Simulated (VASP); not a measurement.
Crystal: NaMoO3.

```
CELL_PARAMETERS angstrom
3.94888 0.00000 0.00000
0.00000 3.94888 0.00000
0.00000 0.00000 3.94888
ATOMIC_POSITIONS crystal
Na 0.50000 0.50000 0.50000
Mo 0.00000 0.00000 0.00000
O 0.50000 0.00000 0.00000
O 0.00000 0.50000 0.00000
O 0.00000 0.00000 0.50000
```

Base run:

* Program: VASP 6.6.1
* Functional: LDA
* Potentials or basis: VASP PAW LDA potentials, release 64 (Na_pv, Mo_sv, O)
* Cutoff: 520 eV
* k mesh: 6 × 6 × 6
* Occupations: fermi-dirac, width 0.3 eV
* Spin: no spin polarisation

Its results: pressure -15.5 GPa.

Q: The run is repeated on the same cell with these changes: occupations from fermi-dirac, width 0.3 eV to fermi-dirac, width 0.1 eV; further incar settings from ALGO = Normal; EDIFF = 1e-07; NBANDS = 28 to ALGO = Normal; EDIFF = 1e-06; NBANDS = 28. What comes out?

A: Pressure -16.0 GPa.

Caveats: an odd number of electrons without spin polarisation forces a metal; a magnetic or distorted state may lie lower.
